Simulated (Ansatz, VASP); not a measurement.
# Two plane-wave programs on Bi

Contents of INCAR:

```
PREC = Accurate
ENCUT = 520
EDIFF = 1E-6
ISMEAR = 0
SIGMA = 0.15
LREAL = False
LASPH = True
NELM = 80
ALGO = Fast
ISIF = 2
LWAVE = False
LCHARG = True
GGA = PE
IVDW = 12
LELF = True
LVHAR = True
NBANDS = 14
```

File KPOINTS:

```
Automatic mesh
0
Gamma
  18 18 18
```

Contents of POSCAR:

```
Bi
1.0
   -1.6568898661      1.6568898661      2.5943581524
    1.6568898661     -1.6568898661      2.5943581524
    1.6568898661      1.6568898661     -2.5943581524
Bi
1
Direct
    0.0000000000      0.0000000000      0.0000000000
```

Input for Ansatz:

```yaml
crystal:
  lattice:
    - [-1.6568898661, 1.6568898661, 2.5943581524]
    - [1.6568898661, -1.6568898661, 2.5943581524]
    - [1.6568898661, 1.6568898661, -2.5943581524]
  atoms:
    - { symbol: Bi, position: [0.0, 0.0, 0.0] }
basis:
  ecutwfc: 420
kpoints:
  mp_grid: { grid: [18, 18, 18] }
hamiltonian:
  xc: pbe
  dispersion: d3bj
scf:
  occupations: { method: gaussian, width: 0.15 }
output:
  forces: true
  stress: true
  eigenvalues: true
```

Alike in both runs: task single point; functional PBE; dispersion D3(BJ); k mesh 18 × 18 × 18; occupations gaussian, width 0.15 eV; no spin polarisation.

|  | VASP | Ansatz |
| --- | --- | --- |
| version | VASP 6.6.1 | Ansatz 0.2.0 |
| potentials or method | VASP PAW PBE potentials, release 64 (Bi_d), cutoff 520 eV | scalar-relativistic, plane waves, PAW |
| valence electrons in the cell | 15 | 15 |

|  | VASP | Ansatz | Ansatz less VASP |
| --- | --- | --- | --- |
| gap on the k mesh at the Fermi level (eV) | none | none | - |
| pressure (GPa) | 4.2 | 4.3 | +0.05 |
| traceless stress, the component that is largest in VASP (GPa) | -0.20 | -0.20 | +0.006 |

A gap of «none» marks a metal or a gap that the smearing closes.

Neither program's run includes spin-orbit coupling.
